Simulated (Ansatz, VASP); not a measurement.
**One calculation of ZnCu, two programs**

```xyz
2
Lattice="1.4880 -2.1213 0.0000 1.4880 2.1213 0.0000 0.0000 0.0000 4.1407" Properties=species:S:1:pos:R:3 pbc="T T T"
Zn    1.4880    0.0000    2.0704
Cu   -0.3536   -0.3536    0.0000
```

Change from the starting cell: all Cu atoms moved -0.500 Å, as atom 2 along Cartesian [1 1 0].

Alike in both runs: task single point; functional PBE; k mesh 20 × 20 × 12; occupations gaussian, width 0.15 eV; no spin polarisation.

|  | VASP | Ansatz |
| --- | --- | --- |
| version | VASP 6.6.1 | Ansatz 0.2.0 |
| potentials or method | VASP PAW PBE potentials, release 64 (Zn, Cu_sv_GW), cutoff 700 eV | scalar-relativistic, plane waves, PAW |
| valence electrons in the cell | 31 | 31 |

|  | VASP | Ansatz | Ansatz less VASP |
| --- | --- | --- | --- |
| gap on the k mesh at the Fermi level (eV) | none | none | - |
| pressure (GPa) | 1.0 | 3.4 | +2.38 |
| traceless stress, the component that is largest in VASP (GPa) | 4.30 | 4.18 | -0.119 |
| rms of the force components (eV/Å) | 0.502 | 0.499 | -0.0032 |

Atom by atom the forces differ by 0.003 eV/Å (rms over components). A gap of «none» marks a metal or a gap that the smearing closes.
